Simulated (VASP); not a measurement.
A run of VASP 6.6.1 is set up as follows.

INCAR

```
SYSTEM = B
PREC = Accurate ; ENCUT = 520
EDIFF = 1E-7 ; ISMEAR = 0
SIGMA = 0.1 ; LREAL = .False.
LASPH = .True. ; NELM = 60
ALGO = Normal ; ISIF = 2
LWAVE = .False. ; LCHARG = .False.
GGA = PE ; NBANDS = 22
```

The input KPOINTS:

```
Automatic mesh
0
Gamma
  6 6 2
  0 0 0
```

Contents of POSCAR:

```
B
1.0
    2.0071249525     -2.0209849170      0.2187201201
    2.0071249525      2.0209849170      0.2187201201
   -0.8599895957      0.0000000000      7.8958555092
B
8
Direct
    0.0000000000      0.0000000000      0.5000000000
    0.0000000000      0.0000000000      0.0000000000
    0.4999780332      0.0000153862      0.3907702378
    0.9999846138      0.5000219668      0.1092297622
    0.5000219668      0.9999846138      0.6092297622
    0.0000153862      0.4999780332      0.8907702378
    0.5001508530      0.4998491470      0.7500000000
    0.4998491470      0.5001508530      0.2500000000
```

Potentials or basis: VASP PAW PBE potentials, release 64 (B).

Command:

```bash
$ cat potpaw_PBE.64/B/POTCAR > POTCAR
$ mpirun -np 1 vasp_std > vasp.out
```

Question: Estimate the pressure.

Answer: 0.1 GPa.

Question: What does it give for the band gap on the k mesh?

Answer: Zero (bands 12 and 13 overlap by 4.48 eV).

Question: Estimate the largest force.

Answer: 0.009 eV/Å.

Forces on the atoms (eV/Å):
```
B    0.000  0.000  0.000
B    0.000  0.000  0.000
B    0.002  0.000 -0.009
B   -0.002  0.000  0.009
B   -0.002  0.000  0.009
B    0.002  0.000 -0.009
B    0.000  0.002  0.000
B    0.000 -0.002  0.000
```

Caveat: the k points lie up to 0.40 Å⁻¹ apart, too coarse for converged energies and pressures of a metal.
